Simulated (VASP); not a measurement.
CsCl:

```
CELL_PARAMETERS angstrom
4.12300 0.00000 0.00000
0.00000 4.12300 0.00000
0.00000 0.00000 4.12300
ATOMIC_POSITIONS crystal
Cs 0.00000 0.00000 0.00000
Cl 0.50000 0.50000 0.50000
```

```yaml
Program: VASP 6.6.1
Task: relaxation of cell and atoms
Functional: PBEsol
Potentials_or_basis: VASP PAW PBE potentials, release 64 (Cs_sv, Cl)
Cutoff: 500 eV
k_mesh: 6 × 6 × 6
Occupations: gaussian, width 0.01 eV
Spin: no spin polarisation
```

At the start: pressure -0.6 GPa; volume 35.04 Å³/atom.

Question: Where does the relaxation end?

Answer: Over 4 steps the energy falls by 2.7 meV/atom and the volume is 33.75 Å³/atom (-3.7 %); space group Pm-3m (No. 221, to 0.1 Å) before and after.

The path:
```tsv
step	energy change (eV)	largest force (eV/Å)	pressure (GPa)	volume (Å³)
1	0.0000	0.0000	-0.64	70.09
2	-0.0042	0.0000	-0.31	68.69
3	-0.0053	0.0000	-0.01	67.55
4	-0.0053	0.0000	0.00	67.50
```

Final structure:
```
Cs Cl
1.0
     4.07159    0.00000    0.00000
     0.00000    4.07159    0.00000
     0.00000    0.00000    4.07159
Cs Cl
1 1
Direct
  0.00000 0.00000 0.00000
  0.50000 0.50000 0.50000
```

Caveat: the PAW data sets were made with another functional, which shifts forces and pressure a little.
